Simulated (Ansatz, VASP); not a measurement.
## Two plane-wave programs on AlGaN2

```
CELL_PARAMETERS angstrom
3.21112 0.00000 0.00000
0.00000 3.21112 0.00000
0.00000 0.00000 4.12597
ATOMIC_POSITIONS crystal
Al 0.50000 0.50000 0.50000
Ga 0.00000 0.00000 0.00000
N 0.50000 0.00000 0.73844
N 0.00000 0.50000 0.26156
```

Alike in both runs: functional LDA; k mesh 8 × 8 × 6; occupations gaussian, width 0.05 eV; no spin polarisation.

Ansatz relaxed the structure, and its values are those at the end. VASP's run is a single point on that final structure, the one shown.

```csv
,VASP,Ansatz
version,VASP 6.6.1,Ansatz 0.2.0
potentials or method,"VASP PAW LDA potentials, release 64 (Al, Ga_d, N), cutoff 520 eV","scalar-relativistic, plane waves, PAW"
valence electrons in the cell,26,26
```

```tsv
	VASP	Ansatz	Ansatz less VASP
gap on the k mesh at the Fermi level (eV)	3.06	3.05	-0.009
least direct gap on the mesh (eV)	3.06	3.05	-0.009
pressure (GPa)	0.0	-0.9	-0.89
rms of the force components (eV/Å)	0.012	0.000	-0.0119
```

Ansatz warns that its potentials were made for another functional, while VASP's fit it. LDA's correlation is that of Perdew and Zunger in VASP and of Perdew and Wang (1992) in Ansatz. Ansatz's warnings: stress scf threshold loose.
